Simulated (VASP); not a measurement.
Sc: single point with PBE

The system is Sc.

```
CELL_PARAMETERS angstrom
4.62206 0.00000 0.00000
0.00000 4.62206 0.00000
0.00000 0.00000 4.62206
ATOMIC_POSITIONS crystal
Sc 0.50000 0.50000 0.00000
Sc 0.00000 0.00000 0.00000
Sc 0.50000 0.00000 0.50000
Sc 0.00000 0.50000 0.50000
```

This isn't the form of Sc at room conditions, which is hcp.

| Quantity | Value |
| --- | --- |
| Program | VASP 6.6.1 |
| Task | single point |
| Functional | PBE |
| Potentials or basis | VASP PAW PBE potentials, release 64 (Sc_sv) |
| Cutoff | 500 eV |
| k mesh | 2 × 2 × 2 |
| Occupations | fermi-dirac, width 0.1 eV |
| Spin | no spin polarisation |

```json
{
 "Pressure": "2.4 GPa",
 "Band gap on the k mesh": "zero (bands 22 and 23 overlap by 0.96 eV)"
}
```

Levels at points of the mesh, in eV from the Fermi level:
```
           k point  band 20  band 21  band 22  band 23  band 24  band 25  band 26  band 27
(0.00, 0.00, 0.00)    -1.74    -0.84    -0.84    -0.84     1.36     1.36     1.36     1.69
(0.50, 0.00, 0.00)    -0.88    -0.02    -0.02    -0.02    -0.02     0.11     0.11     1.46
(0.50, 0.50, 0.00)    -2.05     0.11     0.11     0.11     0.11     0.50     0.50     0.50
(0.50, 0.50, 0.50)    -1.99    -0.01    -0.01    -0.01    -0.01     1.25     1.25     1.25
```

Run time: 33 s on 1 thread of Intel Xeon 8259CL, with other jobs on the host, peak memory 0.19 GiB.

Caveat: the k points lie up to 0.68 Å⁻¹ apart, too coarse for converged energies and pressures of a metal.
